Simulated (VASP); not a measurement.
# HfO2 (P4_2/nmc) in VASP: vibrations by perturbation theory with PBE

Aim: the vibrations by perturbation theory of HfO2 with PBE.

Program: VASP 6.6.1. These are calculated values, not measurements. Logs are shortened: lines on timing, memory, paths and dates and some standing lists are left out, and cuts for length are marked.

## 1. The cell of the first run

The structure is tetragonal, space group P4_2/nmc (No. 137). The conventional cell has a = 3.604 Å, b = 3.604 Å, c = 5.264 Å, α = 90.00°, β = 90.00°, γ = 90.00°. Hf (site symmetry -4m2) has 8 O at 2.07 to 2.42 Å within 2.7 Å. Within 2.7 Å of O (site symmetry 2mm) lie 4 Hf at 2.07 to 2.42 Å and 6 O at 2.62 to 2.63 Å.

## 2. Vibrations by perturbation theory, PBE

The input, INCAR:

```
SYSTEM = HfO2
ALGO     = Normal         ! electronic algorithm
EDIFF    = 1E-8           ! SCF threshold, eV
ENCUT    = 520            ! plane-wave cutoff, eV
GGA      = PE             ! functional
IBRION   = 8              ! ionic algorithm
ISIF     = 2              ! what is computed and relaxed
ISMEAR   = 0              ! smearing method
LASPH    = .True.         ! aspherical terms in the spheres
LCHARG   = .False.        ! write CHGCAR
LEPSILON = .True.         ! dielectric tensor by DFPT
LREAL    = .False.        ! projectors in reciprocal space
LWAVE    = .False.        ! write WAVECAR
NELM     = 80             ! most SCF steps
NSW      = 1              ! ionic steps
PREC     = Accurate       ! precision mode
SIGMA    = 0.01           ! smearing width, eV
```

The input, KPOINTS:

```
k-points
0
Gamma
  6 6 4
  0 0 0
```

The input, POSCAR:

```
HfO2
1.0
    3.6043047926      0.0000000000      0.0000000000
    0.0000000000      3.6043047926      0.0000000000
    0.0000000000      0.0000000000      5.2639670990
Hf O
2 4
Direct
    0.5000000000      0.5000000000      0.5000000000
    0.0000000000      0.0000000000      0.0000000000
    0.0000000000      0.5000000000      0.6932521135
    0.5000000000      0.0000000000      0.8067478865
    0.5000000000      0.0000000000      0.3067478865
    0.0000000000      0.5000000000      0.1932521135
```

Potentials or basis: VASP PAW PBE potentials, release 64 (Hf_pv, O).

Launch:

```
$ cat potpaw_PBE.64/Hf_pv/POTCAR potpaw_PBE.64/O/POTCAR > POTCAR
$ mpirun -np 1 vasp_std > vasp.out
```

OUTCAR:

```text
SYSTEM = HfO2
   EDIFF = 1E-8
   ENCUT = 520
   GGA = PE
   IBRION = 8
   ISIF = 2
   ISMEAR = 0
   LASPH = .True.
   LEPSILON = .True.
   LREAL = .False.
   NELM = 80
   NSW = 1
   PREC = Accurate

 ion  position               nearest neighbor table
   1  0.500  0.500  0.500-   3 2.07   5 2.07   5 2.07   3 2.07   4 2.42   4 2.42   6 2.42   6 2.42
                             2 3.66   2 3.66   2 3.66   2 3.66   2 3.66   2 3.66   2 3.66   2 3.66
   2  0.000  0.000  0.000-   4 2.07   6 2.07   6 2.07   4 2.07   3 2.42   5 2.42   3 2.42   5 2.42
                             1 3.66   1 3.66   1 3.66   1 3.66   1 3.66   1 3.66   1 3.66   1 3.66
   3  0.000  0.500  0.693-   1 2.07   1 2.07   2 2.42   2 2.42
   4  0.500  0.000  0.807-   2 2.07   2 2.07   1 2.42   1 2.42
   5  0.500  0.000  0.307-   1 2.07   1 2.07   2 2.42   2 2.42
   6  0.000  0.500  0.193-   2 2.07   2 2.07   1 2.42   1 2.42

  LATTYP: Found a simple tetragonal cell.
 ALAT       =     3.6043047926
 C/A-ratio  =     1.4604666924

  Lattice vectors:

 A1 = (   3.6043047926,   0.0000000000,   0.0000000000)
 A2 = (   0.0000000000,   3.6043047926,   0.0000000000)
 A3 = (   0.0000000000,   0.0000000000,   5.2639670990)

Analysis of symmetry for initial positions (statically):
=====================================================================
 Subroutine PRICEL returns:
[... 1039 lines left out ...]
  2X     0.458550    0.000000    0.000000   -9.290895    0.000000    0.000000    0.812958    0.000000    0.000000    8.901170    0.000000    0.000000   -2.436898    0.000000    0.000000    1.555115    0.000000    0.000000
  2Y     0.000000    0.458550    0.000000    0.000000   -9.290895    0.000000    0.000000   -2.436898    0.000000    0.000000    1.555115    0.000000    0.000000    0.812958    0.000000    0.000000    8.901170    0.000000
  2Z     0.000000    0.000000   13.766548    0.000000    0.000000  -22.757275    0.000000    0.000000   -1.953695    0.000000    0.000000    6.449058    0.000000    0.000000   -1.953695    0.000000    0.000000    6.449058
  3X     8.905459    0.000000    0.000000    0.816538    0.000000    0.000000  -17.500316    0.000000    0.000000    6.764602    0.000000    0.000000    0.332779    0.000000    0.000000    0.680938    0.000000    0.000000
  3Y     0.000000    1.560637    0.000000    0.000000   -2.439279    0.000000    0.000000   -5.163892    0.000000    0.000000    5.029564    0.000000    0.000000    0.329610    0.000000    0.000000    0.683361    0.000000
  3Z     0.000000    0.000000    6.449521    0.000000    0.000000   -1.943388    0.000000    0.000000  -12.891841    0.000000    0.000000   -0.868452    0.000000    0.000000    1.392712    0.000000    0.000000    7.861448
  4X     0.816538    0.000000    0.000000    8.905459    0.000000    0.000000    6.764602    0.000000    0.000000  -17.500316    0.000000    0.000000    0.680938    0.000000    0.000000    0.332779    0.000000    0.000000
  4Y     0.000000   -2.439279    0.000000    0.000000    1.560637    0.000000    0.000000    5.029564    0.000000    0.000000   -5.163892    0.000000    0.000000    0.683361    0.000000    0.000000    0.329610    0.000000
  4Z     0.000000    0.000000   -1.943388    0.000000    0.000000    6.449521    0.000000    0.000000   -0.868452    0.000000    0.000000  -12.891841    0.000000    0.000000    7.861448    0.000000    0.000000    1.392712
  5X     1.560637    0.000000    0.000000   -2.439279    0.000000    0.000000    0.329610    0.000000    0.000000    0.683361    0.000000    0.000000   -5.163892    0.000000    0.000000    5.029564    0.000000    0.000000
  5Y     0.000000    8.905459    0.000000    0.000000    0.816538    0.000000    0.000000    0.332779    0.000000    0.000000    0.680938    0.000000    0.000000  -17.500316    0.000000    0.000000    6.764602    0.000000
  5Z     0.000000    0.000000    6.449521    0.000000    0.000000   -1.943388    0.000000    0.000000    1.392712    0.000000    0.000000    7.861448    0.000000    0.000000  -12.891841    0.000000    0.000000   -0.868452
  6X    -2.439279    0.000000    0.000000    1.560637    0.000000    0.000000    0.683361    0.000000    0.000000    0.329610    0.000000    0.000000    5.029564    0.000000    0.000000   -5.163892    0.000000    0.000000
  6Y     0.000000    0.816538    0.000000    0.000000    8.905459    0.000000    0.000000    0.680938    0.000000    0.000000    0.332779    0.000000    0.000000    6.764602    0.000000    0.000000  -17.500316    0.000000
  6Z     0.000000    0.000000   -1.943388    0.000000    0.000000    6.449521    0.000000    0.000000    7.861448    0.000000    0.000000    1.392712    0.000000    0.000000   -0.868452    0.000000    0.000000  -12.891841

 Eigenvectors and eigenvalues of the dynamical matrix
 ----------------------------------------------------

   1 f  =   19.356494 THz   121.620439 2PiTHz  645.663143 cm-1    80.051991 meV
             X         Y         Z           dx          dy          dz
      1.802152  1.802152  2.631984    -0.001760    0.073123   -0.000000
      0.000000  0.000000  0.000000     0.001760   -0.073123   -0.000000
      0.000000  1.802152  3.649256     0.016911   -0.023307   -0.000000
      1.802152  0.000000  4.246694    -0.016911    0.023307   -0.000000
      1.802152  0.000000  1.614711     0.000561   -0.702724    0.000000
      0.000000  1.802152  1.017273    -0.000561    0.702724    0.000000
[... 145 lines left out ...]
  18 f/i=    0.008932 THz     0.056120 2PiTHz    0.297934 cm-1     0.036939 meV
             X         Y         Z           dx          dy          dz
      1.802152  1.802152  2.631984    -0.025366   -0.652892   -0.000000
      0.000000  0.000000  0.000000    -0.025366   -0.652892   -0.000000
      0.000000  1.802152  3.649256    -0.007562   -0.187343   -0.000000
      1.802152  0.000000  4.246694    -0.007562   -0.187343   -0.000000
      1.802152  0.000000  1.614711    -0.007279   -0.194630   -0.000000
      0.000000  1.802152  1.017273    -0.007279   -0.194630   -0.000000

--------------------------------------------------------------------------------------------------------

 MACROSCOPIC STATIC DIELECTRIC TENSOR IONIC CONTRIBUTION
 ------------------------------------------------------
         788.198179     0.000000    -0.000000
           0.000000   788.198179     0.000000
          -0.000000     0.000000    13.085864
 ------------------------------------------------------

 ELASTIC MODULI CONTR FROM IONIC RELAXATION (kBar)
 Direction    XX          YY          ZZ          XY          YZ          ZX
 --------------------------------------------------------------------------------
 XX        -812.9490    310.6671   -611.6735      0.0000     -0.0000     -0.0000
 YY         310.6671   -812.9490   -611.6735      0.0000     -0.0000      0.0000
 ZZ        -611.6735   -611.6735  -1489.7787      0.0000     -0.0000      0.0000
 XY           0.0000      0.0000      0.0000      0.0000      0.0000      0.0000
 YZ          -0.0000     -0.0000     -0.0000      0.0000   -780.5568     -0.0000
 ZX          -0.0000      0.0000      0.0000      0.0000     -0.0000   -811.3737
 --------------------------------------------------------------------------------

 PIEZOELECTRIC TENSOR IONIC CONTR  for field in x, y, z        (C/m^2)
          XX          YY          ZZ          XY          YZ          ZX
  --------------------------------------------------------------------------------
  x     0.00000    -0.00000    -0.00000     0.00000    -0.00000    -0.00000
  y    -0.00000     0.00000    -0.00000     0.00000    -0.00000     0.00000
  z     0.00000     0.00000     0.00000     0.00000    -0.00000     0.00000
```

It took 38 min on 1 thread of Intel Xeon 8259CL, shared host; peak memory 0.52 GiB.

What came out:

```
Electronic dielectric tensor (diagonal)                 : 5.21, 5.21, 4.66
Born charges (mean of the diagonal)                     : Hf +5.25; O -2.62 e
Highest phonon frequency at Γ, LO-TO splitting left out : 646 cm⁻¹
```

Phonon frequencies in cm⁻¹ (negative: imaginary):
| q point | frequencies |
| --- | --- |
| (0.000, 0.000, 0.000) | 0 0 0 27 27 91 91 205 300 307 419 419 444 444 572 625 646 646 |

Electronic dielectric tensor:
```
5.21 0.00 0.00
0.00 5.21 0.00
0.00 0.00 4.66
```

Born effective charge tensors (e):
atom 1, Hf
```
5.52 0.00 0.00
0.00 5.52 0.00
0.00 0.00 4.72
```
atom 2, Hf
```
5.52 0.00 0.00
0.00 5.52 0.00
0.00 0.00 4.72
```
atom 3, O
```
-3.49  0.00  0.00
 0.00 -2.03  0.00
 0.00  0.00 -2.36
```
atom 4, O
```
-3.49  0.00  0.00
 0.00 -2.03  0.00
 0.00  0.00 -2.36
```
atom 5, O
```
-2.03  0.00  0.00
 0.00 -3.49  0.00
 0.00  0.00 -2.36
```
atom 6, O
```
-2.03  0.00  0.00
 0.00 -3.49  0.00
 0.00  0.00 -2.36
```

Caveat: the cell stands under pressure or tension, which shifts response properties; spin-orbit coupling is left out, which moves the levels of the heavy elements.
